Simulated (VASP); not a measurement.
**Si: single point with PBE**

The system is Si.

```
CELL_PARAMETERS angstrom
2.49193 0.00000 0.00000
-1.24597 2.15808 0.00000
0.00000 0.00000 4.23343
ATOMIC_POSITIONS crystal
Si 0.33333 0.66667 0.25000
Si 0.66667 0.33333 0.75000
```

```json
{"Program": "VASP 6.6.1", "Task": "single point", "Functional": "PBE", "Potentials or basis": "VASP PAW PBE potentials, release 64 (Si)", "Cutoff": "500 eV", "k mesh": "13 × 13 × 7", "Occupations": "methfessel-paxton, width 0.3 eV", "Spin": "no spin polarisation"}
```

```json
{
 "Pressure": "34.4 GPa",
 "Band gap on the k mesh": "zero (band 4 reaches 24.57 eV, above the bottom of band 5 at 10.52 eV)"
}
```

Stress tensor (GPa, compression positive):
```
34.57  0.00  0.00
 0.00 34.57  0.00
 0.00  0.00 33.93
```

Levels at points of the mesh, in eV from the Fermi level:
```csv
k point,band 2,band 3,band 4,band 5,band 6,band 7
"(0.00, 0.00, 0.00)",-9.01,-8.82,10.92,10.92,11.54,11.54
```

It took 21 s on 1 thread of Intel Xeon 8259CL, on a shared host, peak memory 0.13 GiB.
